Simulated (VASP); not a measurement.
**SnTe: relaxation of cell and atoms with PBE**

The system is SnTe.

```
Sn Te
1.0
    -2.24161    2.24161    3.45252
     2.24161   -2.24161    3.45252
     2.24161    2.24161   -3.45252
Sn Te
1 1
Direct
  0.72016 0.72016 0.00000
  0.15484 0.15484 0.00000
```

The cell was generated, and may not be a known phase.

- Program: VASP 6.6.1
- Task: relaxation of cell and atoms
- Functional: PBE
- Potentials or basis: VASP PAW PBE potentials, release 64 (Sn_d, Te)
- Cutoff: 600 eV
- k mesh: 6 × 6 × 6
- Occupations: gaussian, width 0.1 eV
- Spin: no spin polarisation
- Dipole correction: no
- Further INCAR settings: ALGO = Normal; EDIFF = 1e-06; IBRION = 2; EDIFFG = -0.04; NSW = 90; ISIF = 3

```json
{
  "Relaxed volume": "33.41 Å³/atom",
  "Relaxed cell": "a = 4.569 Å, b = 4.569 Å, c = 4.569 Å, α = 120.57°, β = 120.57°, γ = 89.01°",
  "Space group after relaxing (to 0.1 Å)": "I4mm (No. 107)",
  "Energy gained by relaxing": "22.5 meV/atom",
  "Ionic steps": "7",
  "Pressure after relaxing": "0.0 GPa",
  "Largest force after relaxing": "0.039 eV/Å",
  "Band gap on the k mesh": "0.62 eV"
}
```

Forces on the atoms (eV/Å):
```
Sn   0.000  0.000 -0.039
Te   0.000  0.000  0.039
```

Stress tensor (GPa, compression positive):
```
 0.06  0.00  0.00
 0.00  0.06  0.00
 0.00  0.00 -0.17
```

The path:
| step | energy change (eV) | largest force (eV/Å) | pressure (GPa) | volume (Å³) |
| --- | --- | --- | --- | --- |
| 1 | 0.0000 | 0.0939 | -0.10 | 69.39 |
| 2 | -0.0136 | 0.2210 | -0.15 | 69.16 |
| 3 | -0.0160 | 0.3057 | -0.12 | 69.00 |
| 4 | -0.0258 | 0.2513 | -0.19 | 68.59 |
| 5 | -0.0407 | 0.1230 | -0.19 | 67.34 |
| 6 | -0.0434 | 0.0049 | 0.13 | 66.51 |
| 7 | -0.0451 | 0.0392 | -0.02 | 66.83 |

Final structure:
```yaml
crystal:
  lattice:
    - [-2.26443, 2.26443, 3.25828]
    - [2.26443, -2.26443, 3.25828]
    - [2.26443, 2.26443, -3.25828]
  atoms:
    - { symbol: Sn, position: [0.70592, 0.70592, 0.00000] }
    - { symbol: Te, position: [0.16908, 0.16908, 0.00000] }
```

Levels at points of the mesh, in eV from the valence-band top:
```tsv
k point	band 6	band 7	band 8	band 9	band 10	band 11	band 12	band 13	band 14
(0.00, 0.00, 0.00)	-12.10	-4.59	-1.70	-1.70	-1.69	3.32	3.32	3.35	5.10
(0.50, 0.00, 0.00)	-10.99	-7.68	-1.62	-1.37	0.00	0.62	0.83	1.02	7.75
(0.50, 0.50, 0.00)	-10.73	-6.16	-4.84	-3.20	-3.06	2.41	4.82	5.36	6.25
(0.50, 0.50, 0.50)	-10.76	-6.43	-4.45	-3.12	-3.12	2.75	4.97	4.97	6.16
```

It took 3.5 min on 1 thread of Intel(R) Xeon(R) 6975P-C (Granite Rapids) (shared host), peak memory 0.26 GiB.

Caveat: semilocal functionals underestimate gaps, and a narrow one can read as zero; spin-orbit coupling is left out, which moves the levels of the heavy elements. A k mesh can miss the band edges.
